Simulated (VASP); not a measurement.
A run of VASP 6.6.1 is set up as follows.

Contents of INCAR:

```
SYSTEM = Sc
PREC = Accurate ; ENCUT = 520
EDIFF = 1E-6 ; ISMEAR = -1
SIGMA = 0.03 ; LREAL = .False.
LASPH = .True. ; NELM = 80
ALGO = Normal ; ISIF = 2
LWAVE = .False. ; LCHARG = .True.
LELF = .True. ; LVHAR = .True.
NBANDS = 12
```

Contents of KPOINTS:

```
regular mesh
0
Gamma
  13 13 13
  0 0 0
```

The input POSCAR:

```
Sc
1.0
   -1.9043379473      1.9043379473      1.7060751158
    1.9043379473     -1.9043379473      1.7060751158
    1.9043379473      1.9043379473     -1.7060751158
Sc
1
Direct
    0.0000000000      0.0000000000      0.0000000000
```

Potentials or basis: VASP PAW LDA potentials, release 64 (Sc_sv).

Command:

```bash
$ cat potpaw_LDA.64/Sc_sv/POTCAR > POTCAR
$ mpirun -np 1 vasp_std > vasp.out
```

Task: Predict the pressure.

Result: -4.6 GPa.

Stress tensor (GPa, compression positive):
```
-4.67  0.00  0.00
 0.00 -4.67  0.00
 0.00  0.00 -4.34
```
